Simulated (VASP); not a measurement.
Here is a VASP 6.6.1 calculation.

POSCAR

```
Al
1.0
    4.5467300000      0.0000000000      0.0000000000
   -2.2733700000      3.9375800000      0.0000000000
    0.0000000000      0.0000000000      2.7539300000
Al
2
Direct
    0.3333300000      0.6666700000      0.5000000000
    0.6666700000      0.3333300000      0.5000000000
```

Contents of INCAR.step1:

```
  ALGO = Normal
  EDIFF = 1E-4
  ENCUT = 600
  GGA = PE
  ISMEAR = -1
  LASPH = True
  LCHARG = False
  LREAL = False
  LWAVE = True
  NELM = 60
  PREC = Accurate
  SIGMA = 0.05
```

Contents of INCAR.step2:

```
  ALGO = Normal
  EDIFF = 1E-7
  EDIFFG = -0.01
  ENCUT = 600
  IBRION = 2
  ISIF = 3
  ISMEAR = -1
  ISTART = 1
  IVDW = 12
  LASPH = True
  LCHARG = False
  LMIXTAU = True
  LREAL = False
  LWAVE = False
  METAGGA = R2SCAN
  NELM = 60
  NSW = 60
  PREC = Accurate
  SIGMA = 0.05
  VDW_A1 = 0.49484001
  VDW_A2 = 5.73083694
  VDW_S6 = 1.0
  VDW_S8 = 0.78981345
```

File KPOINTS:

```
k-points
0
Gamma
  7 7 10
```

Potentials or basis: VASP PAW PBE potentials, release 64 (Al).

Run with:

```bash
$ cat potpaw_PBE.64/Al/POTCAR > POTCAR
$ cp INCAR.step1 INCAR
$ mpirun -np 1 vasp_std > vasp.out
$ cp INCAR.step2 INCAR
$ mpirun -np 1 vasp_std > vasp.out
```

Estimate the relaxed volume.

23.77 Å³/atom.

Predict the band gap on the k mesh.

zero (band 3 reaches 6.82 eV, above the bottom of band 4 at 3.05 eV).

What does it give for the space group after relaxing (to 0.05 Å)?

P6/mmm (No. 191).

Final structure:
```
CELL_PARAMETERS angstrom
4.49898 0.00003 0.00000
-2.24947 3.89624 0.00000
0.00000 0.00000 2.71169
ATOMIC_POSITIONS crystal
Al 0.33333 0.66667 0.50000
Al 0.66667 0.33333 0.50000
```

Caveat: the PAW data sets were made with another functional, which shifts forces and pressure a little; pairwise dispersion overbinds metals, which lowers pressure and volume.
